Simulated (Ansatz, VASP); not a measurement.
One calculation of ZrAl3B3N, two programs

```xyz
8
Lattice="4.5533 0.0000 0.0000 0.0000 4.5533 0.0000 0.0000 0.0000 4.5533" Properties=species:S:1:pos:R:3 pbc="T T T"
Zr    0.0000    0.0000    0.0000
Al    0.0000    2.2766    2.2766
Al    2.2766    0.0000    2.2766
Al    2.2766    2.2766    0.0000
B     2.2766    0.0000    0.0000
B     0.0000    2.2766    0.0000
B     0.0000    0.0000    2.2766
N     2.2766    2.2766    2.2766
```

Alike in both runs: functional PBE; k mesh 3 × 3 × 3; occupations gaussian, width 0.15 eV; no spin polarisation.

Ansatz relaxed the structure, and its values are those at the end. VASP's run is a single point on that final structure, the one shown.

```csv
,VASP,Ansatz
version,VASP 6.6.1,Ansatz 0.2.0
potentials or method,"VASP PAW PBE potentials, release 64 (Zr_sv, Al, B, N), cutoff 520 eV","scalar-relativistic, plane waves, PAW"
valence electrons in the cell,35,35
```

```csv
,VASP,Ansatz,Ansatz less VASP
gap on the k mesh at the Fermi level (eV),none,none,-
pressure (GPa),-0.3,-0.3,+0.01
```

A gap of «none» marks a metal or a gap that the smearing closes.

The k mesh is coarse, so the values compare programs but aren't converged.
